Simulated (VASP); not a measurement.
## CdS: single point with PBE

CdS:

```xyz
2
Lattice="0.0746 2.9550 2.9550 2.9550 0.0746 2.9550 2.9550 2.9550 0.0746" Properties=species:S:1:pos:R:3 pbc="T T T"
Cd    0.0169    0.0169    0.0169
S     1.4793    1.4793    1.4793
```

This cell differs from its parent crystal: epitaxial 111 strain -2.0%.

| Item | Value |
| --- | --- |
| Program | VASP 6.6.1 |
| Task | single point |
| Functional | PBE |
| Potentials or basis | VASP PAW PBE potentials, release 64 (Cd, S) |
| Cutoff | 520 eV |
| k mesh | 4 × 4 × 4 |
| Occupations | gaussian, width 0.01 eV |
| Spin | no spin polarisation |
| Dipole correction | no |
| Further INCAR settings | ALGO = Normal; EDIFF = 1e-07; NBANDS = 16 |

```yaml
Pressure: 3.2 GPa
Largest_force: 0.005 eV/Å
Band_gap_on_the_k_mesh: 1.06 eV, direct
```

Forces on the atoms (eV/Å):
```
Cd   0.003  0.003  0.003
S   -0.003 -0.003 -0.003
```

Stress tensor (GPa, compression positive):
```
 3.25 -0.65 -0.65
-0.65  3.25 -0.65
-0.65 -0.65  3.25
```

Levels at points of the mesh, in eV from the valence-band top:
```csv
k point,band 6,band 7,band 8,band 9,band 10,band 11,band 12,band 13
"(0.00, 0.00, 0.00)",-7.32,-0.17,0.00,0.00,1.06,6.21,6.64,6.64
"(0.50, 0.00, 0.00)",-6.92,-4.41,-0.92,-0.74,2.87,6.86,6.88,7.47
"(0.50, 0.50, 0.00)",-6.88,-4.00,-2.03,-1.82,3.43,4.34,9.12,10.71
"(0.50, 0.50, 0.50)",-7.00,-4.56,-0.71,-0.71,3.19,7.17,7.17,7.25
```

Wall time 8.9 s on 1 thread of Intel(R) Xeon(R) Platinum 8488C (Sapphire Rapids), with other jobs on the host, peak memory 0.17 GiB.

Caveat: the k points lie up to 0.47 Å⁻¹ apart; the cell differs from its parent crystal (epitaxial 111 strain -2.0%).
